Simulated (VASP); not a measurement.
## Al: single point with r2SCAN

The system is Al.

```xyz
1
Lattice="-1.5912 1.5117 1.5117 1.5912 -1.6708 1.6708 1.5912 1.6708 -1.6708" Properties=species:S:1:pos:R:3 pbc="T T T"
Al    0.0000    0.0000    0.0000
```

This cell differs from its parent crystal: strain -0.1000 x Voigt [0, 0, 0, 1, 0, 0].

| Property | Result |
| --- | --- |
| Program | VASP 6.6.1 |
| Task | single point |
| Functional | r2SCAN |
| Potentials or basis | VASP PAW PBE potentials, release 64 (Al) |
| Cutoff | 520 eV |
| k mesh | 20 × 20 × 20 |
| Occupations | gaussian, width 0.15 eV |
| Spin | no spin polarisation |
| Dipole correction | no |
| Further INCAR settings | ALGO = Normal; EDIFF = 1e-07; NBANDS = 8 |

The pressure is 1.4 GPa. The band gap on the k mesh is zero (an odd number of electrons rules out a gap without spin polarisation).

Stress tensor (GPa, compression positive):
```
1.62 0.00 0.00
0.00 1.27 5.83
0.00 5.83 1.27
```

Levels at points of the mesh, in eV from the Fermi level:
| k point | band 1 | band 2 | band 3 | band 4 | band 5 |
| --- | --- | --- | --- | --- | --- |
| (0.00, 0.00, 0.00) | -12.04 | 13.12 | 13.49 | 14.33 | 15.02 |
| (0.50, 0.00, 0.00) | -4.25 | -3.00 | 8.00 | 8.48 | 10.32 |
| (0.00, 0.50, 0.00) | -4.81 | -4.01 | 8.25 | 8.39 | 11.85 |
| (0.00, 0.50, 0.50) | -5.27 | -5.00 | 9.02 | 10.10 | 11.41 |
| (0.50, 0.50, 0.50) | 1.65 | 2.02 | 2.66 | 2.91 | 3.04 |

It took 5.2 min on 1 thread of Intel(R) Xeon(R) Platinum 8488C (Sapphire Rapids) (shared host), peak memory 0.24 GiB.

Caveat: the cell differs from its parent crystal (strain -0.1000 x Voigt [0, 0, 0, 1, 0, 0]); the PAW data sets were made with another functional, which shifts forces and pressure a little.
